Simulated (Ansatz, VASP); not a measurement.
# Two plane-wave programs on Hg2Se

```
Hg Se
1.0
     0.00000    4.03731    3.51261
     3.05074    0.00000    3.51261
     3.05074    4.03731    0.00000
Hg Se
2 1
Direct
  0.83205 0.16795 0.83205
  0.16795 0.83205 0.16795
  0.50000 0.50000 0.50000
```

Alike in both runs: functional PBE; k mesh 4 × 4 × 4; occupations gaussian, width 0.1 eV; no spin polarisation.

Ansatz relaxed the structure, and its values are those at the end. VASP's run is a single point on that final structure, the one shown.

|  | VASP | Ansatz |
| --- | --- | --- |
| version | VASP 6.6.1 | Ansatz 0.2.0 |
| potentials or method | VASP PAW PBE potentials, release 64 (Hg, Se), cutoff 520 eV | scalar-relativistic, plane waves, PAW |
| valence electrons in the cell | 30 | 56 |

Ansatz gave:

```
gap on the k mesh at the Fermi level (eV) : none
pressure (GPa)                            : 0.1
rms of the force components (eV/Å)        : 0.000
```

Task: Which values does VASP return?

Result: gap on the k mesh at the Fermi level (eV): none; pressure (GPa): 0.3; rms of the force components (eV/Å): 0.018.

A gap of «none» marks a metal or a gap that the smearing closes. With one functional, cell and mesh, what is left measures potentials, basis and numerics. VASP's potentials hold 30 valence electrons a cell and Ansatz's 56, so a difference there can come from the potentials and not from the codes.

The k mesh is coarse, so the values compare programs but aren't converged. Spin-orbit coupling is off throughout.
